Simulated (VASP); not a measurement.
## ScAlN2: single point with PBE

Crystal: ScAlN2.

```
CELL_PARAMETERS angstrom
3.62033 0.00000 0.00000
-1.81017 3.13530 0.00000
0.00000 0.00000 5.37219
ATOMIC_POSITIONS crystal
Sc 0.00000 0.00000 0.50000
Al 0.00000 0.00000 0.00000
N 0.33333 0.66667 0.00000
N 0.66667 0.33333 0.00000
```

```yaml
Program: VASP 6.6.1
Task: single point
Functional: PBE
Potentials_or_basis: VASP PAW PBE potentials, release 64 (Sc_sv, Al, N)
Cutoff: 600 eV
k_mesh: 5 × 5 × 2
Occupations: gaussian, width 0.15 eV
Spin: no spin polarisation
```

* Pressure: -0.2 GPa
* Band gap on the k mesh: zero (band 12 reaches 4.88 eV, above the bottom of band 13 at 3.99 eV)

Stress tensor (GPa, compression positive):
```
-0.31  0.00  0.00
 0.00 -0.31  0.00
 0.00  0.00 -0.12
```

Levels at points of the mesh, in eV from the Fermi level:
```tsv
k point	band 8	band 9	band 10	band 11	band 12	band 13	band 14	band 15	band 16	band 17
(0.00, 0.00, 0.00)	-4.79	-4.79	-2.84	-1.41	-1.41	-0.67	0.58	1.19	1.19	1.86
(0.00, 0.00, 0.50)	-4.78	-4.78	-1.54	-1.54	-1.15	0.54	0.68	1.13	1.13	1.38
```

Wall time 44 s on 1 thread of Intel Xeon 8259CL (shared host), peak memory 0.2 GiB.

Caveat: the k points lie up to 0.58 Å⁻¹ apart.
